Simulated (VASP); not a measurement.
A run of VASP 6.6.1 is set up as follows.

File INCAR:

```
ALGO = Normal
EDIFF = 1E-6
ENCUT = 520
GGA = PE
ISIF = 2
ISMEAR = 0
IVDW = 12
LASPH = True
LCHARG = True
LELF = True
LREAL = False
LVHAR = True
LWAVE = False
NBANDS = 11
NELM = 60
PREC = Accurate
SIGMA = 0.05
```

The input KPOINTS:

```
k-points
0
Gamma
  15 15 15
```

POSCAR

```
C
1.0
    1.2633109298      0.7293729054      3.4454225316
   -1.2633109298      0.7293729054      3.4454225316
    0.0000000000     -1.4587458108      3.4454225316
C
2
Direct
    0.1684797275      0.1684797275      0.1684797275
    0.8315202725      0.8315202725      0.8315202725
```

Potentials or basis: VASP PAW PBE potentials, release 64 (C).

Run with:

```console
$ cat potpaw_PBE.64/C/POTCAR > POTCAR
$ mpirun -np 1 vasp_std > vasp.out
```

Q: Predict the pressure.

A: -18.4 GPa.

Q: What does it give for the largest force?

A: 0.638 eV/Å.

Q: Predict the band gap on the k mesh.

A: 0.53 eV, direct.

Stress tensor (GPa, compression positive):
```
-27.24   0.00   0.00
  0.00 -27.24   0.00
  0.00   0.00  -0.78
```

A k mesh can miss the band edges.
